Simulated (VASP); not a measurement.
# YAl3N4: single point with PBE

The system is YAl3N4.

```xyz
8
Lattice="3.4059 0.0000 0.0000 0.0000 3.4059 0.0000 0.0000 0.0000 9.6334" Properties=species:S:1:pos:R:3 pbc="T T T"
Y     1.7030    1.7030    0.0000
Al    0.0000    0.0000    7.2250
Al    0.0000    0.0000    2.4083
Al    1.7030    1.7030    4.8167
N     0.0000    0.0000    0.0000
N     1.7030    1.7030    2.4083
N     0.0000    0.0000    4.8167
N     1.7030    1.7030    7.2250
```

| Item | Value |
| --- | --- |
| Program | VASP 6.6.1 |
| Task | single point |
| Functional | PBE |
| Potentials or basis | VASP PAW PBE potentials, release 64 (Y_sv, Al, N) |
| Cutoff | 520 eV |
| k mesh | 6 × 6 × 2 |
| Occupations | gaussian, width 0.1 eV |
| Spin | collinear spin, ferromagnetic start |
| Starting moments | [0.0, 0.0, 0.0, 0.0, 1.0, 1.0, 1.0, 1.0] μB |
| Dipole correction | no |
| Further INCAR settings | ALGO = Normal; EDIFF = 1e-07; NBANDS = 34 |

```
Pressure                                              : -30.7 GPa
Largest force                                         : 1.389 eV/Å
Band gap on the k mesh                                : zero (filled and empty bands touch)
Net moment                                            : 0.00 μB per cell
Valence electrons inside the program's atomic spheres : Y 9.87; Al 0.55, 0.54 (each value once); N 3.64, 3.54, 3.52 (each value once)
```

Forces in eV/Å, atoms in the order of the input:
```
Y    0.000  0.000  0.000
Al   0.000  0.000 -0.589
Al   0.000  0.000  0.589
Al   0.000  0.000  0.000
N    0.000  0.000  0.000
N    0.000  0.000  1.389
N    0.000  0.000  0.000
N    0.000  0.000 -1.389
```

Stress tensor (GPa, compression positive):
```
-29.63   0.00   0.00
  0.00 -29.63   0.00
  0.00   0.00 -32.91
```

Levels at points of the mesh, in eV from the Fermi level:
Spin up:
| k point | band 16 | band 17 | band 18 | band 19 | band 20 | band 21 | band 22 | band 23 | band 24 | band 25 |
| --- | --- | --- | --- | --- | --- | --- | --- | --- | --- | --- |
| (0.00, 0.00, 0.00) | -0.66 | -0.66 | -0.30 | -0.18 | -0.02 | -0.02 | 1.36 | 1.40 | 2.73 | 5.44 |
| (0.50, 0.00, 0.00) | -1.39 | -0.91 | -0.79 | -0.76 | -0.57 | 3.27 | 3.45 | 4.45 | 4.56 | 5.18 |
| (0.50, 0.50, 0.00) | -2.64 | -2.04 | -1.18 | -0.68 | -0.68 | 0.14 | 1.90 | 2.78 | 2.78 | 3.31 |
| (0.00, 0.00, 0.50) | -1.38 | -0.64 | -0.64 | -0.08 | -0.08 | 1.34 | 1.37 | 1.39 | 1.98 | 5.48 |
| (0.50, 0.00, 0.50) | -1.58 | -0.93 | -0.76 | -0.71 | -0.57 | 3.66 | 3.70 | 3.82 | 4.36 | 5.03 |
| (0.50, 0.50, 0.50) | -2.69 | -2.18 | -2.01 | -0.77 | -0.77 | 1.56 | 1.72 | 2.46 | 3.08 | 3.08 |
Spin down:
```csv
k point,band 17,band 18,band 19,band 20,band 21,band 22,band 23,band 24
"(0.00, 0.00, 0.00)",-0.66,-0.30,-0.18,-0.02,-0.02,1.36,1.40,2.73
"(0.50, 0.00, 0.00)",-0.91,-0.79,-0.76,-0.57,3.27,3.45,4.45,4.56
"(0.50, 0.50, 0.00)",-2.04,-1.18,-0.68,-0.68,0.14,1.90,2.78,2.78
"(0.00, 0.00, 0.50)",-0.64,-0.64,-0.08,-0.08,1.34,1.37,1.39,1.98
"(0.50, 0.00, 0.50)",-0.93,-0.76,-0.71,-0.57,3.66,3.70,3.82,4.36
"(0.50, 0.50, 0.50)",-2.18,-2.01,-0.77,-0.77,1.56,1.72,2.46,3.08
```

Wall time 4 min on 1 thread of Intel(R) Xeon(R) Platinum 8375C CPU @ 2.90GHz (Ice Lake) (shared host), peak memory 0.34 GiB.

Caveat: the cell stands under tension; forces of over 1 eV/Å act on the atoms, so gaps and moduli don't describe the material at rest.
